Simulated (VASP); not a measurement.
Set up this calculation in VASP 6.6.1, as the native input.

```yaml
Task: single point
Functional: PBE
Potentials_or_basis: VASP PAW PBE potentials, release 64 (Cu)
Cutoff: 520 eV
k_mesh: 22 × 22 × 22
Occupations: gaussian, width 0.15 eV
Spin: no spin polarisation
Dipole_correction: no
Further_INCAR_settings: ALGO = Fast; EDIFF = 1e-07; NBANDS = 12
```

The structure of Cu lies in POSCAR:

```
Cu
1.0
   -1.4487000000      1.4487000000      1.4280500000
    1.4487000000     -1.4487000000      1.4280500000
    1.4487000000      1.4487000000     -1.4280500000
Cu
1
Direct
    0.0000000000      0.0000000000      0.0000000000
```

These files were run (other wordings do the same):

INCAR

```
PREC     = Accurate       # precision mode
ENCUT    = 520            # plane-wave cutoff, eV
EDIFF    = 1E-7           # SCF threshold, eV
ISMEAR   = 0              # smearing method
SIGMA    = 0.15           # smearing width, eV
LREAL    = F              # projectors in reciprocal space
LASPH    = T              # aspherical terms in the spheres
NELM     = 80             # most SCF steps
ALGO     = Fast           # electronic algorithm
ISIF     = 2              # what is computed and relaxed
LWAVE    = F              # write WAVECAR
LCHARG   = F              # write CHGCAR
GGA      = PE             # functional
NBANDS   = 12             # bands
```

KPOINTS

```
regular mesh
0
Gamma
  22 22 22
```

Potentials or basis: VASP PAW PBE potentials, release 64 (Cu).

Command:

```bash
$ cat potpaw_PBE.64/Cu/POTCAR > POTCAR
$ mpirun -np 1 vasp_std > vasp.out
```

It gave:

* Pressure: 1.1 GPa

It took 98 s on 1 thread of Intel(R) Xeon(R) 6975P-C (Granite Rapids), with other jobs on the host, peak memory 0.22 GiB.
